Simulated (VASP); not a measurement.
# SnSe2: single point with PBE+D3(BJ)

SnSe2, a slab with vacuum:

```xyz
6
Lattice="3.8247 0.0000 0.0000 -1.9123 3.3123 0.0000 0.0000 0.0000 45.4044" Properties=species:S:1:pos:R:3 pbc="T T T"
Se    1.9123    1.1041   17.6263
Se    0.0000    2.2082   20.8272
Se    0.0000    2.2082   24.5772
Se    1.9123    1.1041   27.7781
Sn    0.0000    0.0000   19.2270
Sn    0.0000    0.0000   26.1774
```

```
Program             : VASP 6.6.1
Task                : single point
Functional          : PBE
Dispersion          : D3(BJ)
Potentials or basis : VASP PAW PBE potentials, release 64 (Se, Sn_d)
Cutoff              : 520 eV
k mesh              : 12 × 12 × 1
Occupations         : gaussian, width 0.02 eV
Spin                : no spin polarisation
```

- Largest force: 0.017 eV/Å
- Band gap on the k mesh: 0.64 eV (least direct gap 0.97 eV)
- Dispersion energy per atom: -0.282 eV

Forces on the atoms (eV/Å):
```
Se   0.000  0.000 -0.015
Se   0.000  0.000  0.017
Se   0.000  0.000 -0.017
Se   0.000  0.000  0.015
Sn   0.000  0.000  0.002
Sn   0.000  0.000 -0.002
```

Levels at points of the mesh, in eV from the valence-band top:
```
           k point  band 23  band 24  band 25  band 26  band 27  band 28  band 29  band 30
(0.00, 0.00, 0.00)    -0.11    -0.11    -0.06    -0.06     1.39     1.90     3.07     3.15
(0.50, 0.00, 0.00)    -0.99    -0.55    -0.39    -0.33     0.64     0.87     3.93     4.21
```

Wall time 12 min on 1 thread of Intel(R) Xeon(R) Platinum 8559C (Emerald Rapids), with other jobs on the host, peak memory 0.77 GiB.

Caveat: spin-orbit coupling is left out, which moves the levels of the heavy elements.
